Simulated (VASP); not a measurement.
Input of a VASP 6.6.1 run:

The input POSCAR:

```
HfC
1.0
    0.0000000000      2.3205415773      2.3205415773
    2.3205415773      0.0000000000      2.3205415773
    2.3205415773      2.3205415773      0.0000000000
Hf C
1 1
Direct
    0.5000000000      0.5000000000      0.5000000000
    0.0000000000      0.0000000000      0.0000000000
```

INCAR.step1

```
SYSTEM = HfC
PREC = Accurate
ENCUT = 520
ISMEAR = -1
SIGMA = 0.1
LREAL = .False.
LASPH = .True.
NELM = 60
NBANDS = 14
GGA = PE
ALGO = Normal
EDIFF = 1E-4
LWAVE = .True.
LCHARG = .False.
```

Contents of INCAR.step2:

```
SYSTEM = HfC
PREC = Accurate
ENCUT = 520
EDIFF = 1E-6
ISMEAR = -1
SIGMA = 0.1
LREAL = .False.
LASPH = .True.
NELM = 60
ALGO = Normal
ISIF = 2
LWAVE = .False.
LCHARG = .False.
METAGGA = R2SCAN
LMIXTAU = .True.
NBANDS = 14
ISTART = 1
```

KPOINTS

```
regular mesh
0
Gamma
  10 10 10
  0 0 0
```

Potentials or basis: VASP PAW PBE potentials, release 64 (Hf_pv, C).

The run is started by

```console
$ cat potpaw_PBE.64/Hf_pv/POTCAR potpaw_PBE.64/C/POTCAR > POTCAR
$ cp INCAR.step1 INCAR
$ mpirun -np 1 vasp_std > vasp.out
$ cp INCAR.step2 INCAR
$ mpirun -np 1 vasp_std > vasp.out
```

Task: Predict the band gap on the k mesh.

Result: Zero (band 7 reaches 6.95 eV, above the bottom of band 8 at 5.48 eV).

Task: What does it give for the pressure?

Result: -1.1 GPa.

Caveat: the PAW data sets were made with another functional, which shifts forces and pressure a little; spin-orbit coupling is left out, which moves the levels of the heavy elements.
